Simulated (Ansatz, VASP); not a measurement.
# One calculation of P, two programs

```
P
1.0
     2.49787   -4.08957    0.00000
     2.49787    4.08957    0.00000
     0.00000    0.00000    5.82972
P
5
Direct
  0.50000 0.00000 0.18457
  0.00000 0.50000 0.81543
  0.00000 0.50000 0.18457
  0.50000 0.00000 0.81543
  0.00000 0.00000 0.00000
```

Alike in both runs: task single point; functional PBE; k mesh 6 × 6 × 4; occupations gaussian, width 0.1 eV; no spin polarisation.

```csv
,VASP,Ansatz
version,VASP 6.6.1,Ansatz 0.2.0
potentials or method,"VASP PAW PBE potentials, release 64 (P), cutoff 520 eV","scalar-relativistic, plane waves, PAW"
valence electrons in the cell,25,25
```

```tsv
	VASP	Ansatz	Ansatz less VASP
gap on the k mesh at the Fermi level (eV)	none	none	-
pressure (GPa)	0.6	0.8	+0.21
traceless stress, the component that is largest in VASP (GPa)	-1.04	-1.09	-0.050
rms of the force components (eV/Å)	0.102	0.130	+0.0274
```

Atom by atom the forces differ by 0.027 eV/Å (rms over components). A gap of «none» marks a metal or a gap that the smearing closes.
